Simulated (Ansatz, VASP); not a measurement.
# Two plane-wave programs on C

File INCAR:

```
SYSTEM = C
  ALGO = Normal
  EDIFF = 1E-7
  EDIFFG = -0.005
  ENCUT = 600
  GGA = PE
  IBRION = 2
  ISIF = 3
  ISMEAR = 0
  IVDW = 12
  LASPH = .TRUE.
  LCHARG = .FALSE.
  LREAL = .FALSE.
  LWAVE = .FALSE.
  NELM = 60
  NSW = 100
  PREC = Accurate
  SIGMA = 0.1
```

KPOINTS

```
k-points
0
G
  21 21 6
  0 0 0
```

The input POSCAR:

```
C
1.0
    2.4699988104      0.0000000000      0.0000000000
   -1.2349994052      2.1390817171      0.0000000000
    0.0000000000      0.0000000000      6.7900000000
C
4
Direct
    0.0000000000      0.0000000000      0.0000000000
    0.0000000000      0.0000000000      0.5000000000
    0.3333333333      0.6666666667      0.0050000000
    0.6666666667      0.3333333333      0.5050000000
```

Input for Ansatz:

```yaml
crystal:
  lattice:
    - [2.4699988104, 0.0, 0.0]
    - [-1.2349994052, 2.1390817171, 0.0]
    - [0.0, 0.0, 6.79]
  atoms:
    - { symbol: C, position: [0.0, 0.0, 0.0] }
    - { symbol: C, position: [0.0, 0.0, 0.5] }
    - { symbol: C, position: [0.3333333333, 0.6666666667, 0.005] }
    - { symbol: C, position: [0.6666666667, 0.3333333333, 0.505] }
basis:
  ecutwfc: 420
kpoints:
  mp_grid: { grid: [21, 21, 6] }
hamiltonian:
  xc: pbe
  pseudopotentials: { kind: paw, azcp: { folder: soft_1 } }
  dispersion: d3bj
scf:
  occupations: { method: gaussian, width: 0.1 }
output:
  forces: true
  stress: true
  eigenvalues: true
relax:
  adjacent_minimum: "off"
  f_tol: 0.005
  max_steps: 80
  cell: { stress_tol: 0.05 }
```

Alike in both runs: task relaxation of cell and atoms; functional PBE; dispersion D3(BJ); k mesh 21 × 21 × 6; occupations gaussian, width 0.1 eV; no spin polarisation.

|  | VASP | Ansatz |
| --- | --- | --- |
| version | VASP 6.6.1 | Ansatz 0.2.0 |
| potentials or method | VASP PAW PBE potentials, release 64 (C), cutoff 600 eV | scalar-relativistic, plane waves, PAW |
| valence electrons in the cell | 16 | 16 |

VASP gave:

| Quantity | Value |
| --- | --- |
| gap on the k mesh at the Fermi level, each at its own relaxed structure (eV) | none |
| relaxed volume (Å³/atom) | 8.79 |
| relaxed cell length with the largest relative difference (Å) | 6.677 |

Problem. Estimate Ansatz's values.

Solution. gap on the k mesh at the Fermi level, each at its own relaxed structure (eV): none; relaxed volume (Å³/atom): 8.87; relaxed cell length with the largest relative difference (Å): 6.744.

A gap of «none» marks a metal or a gap that the smearing closes.
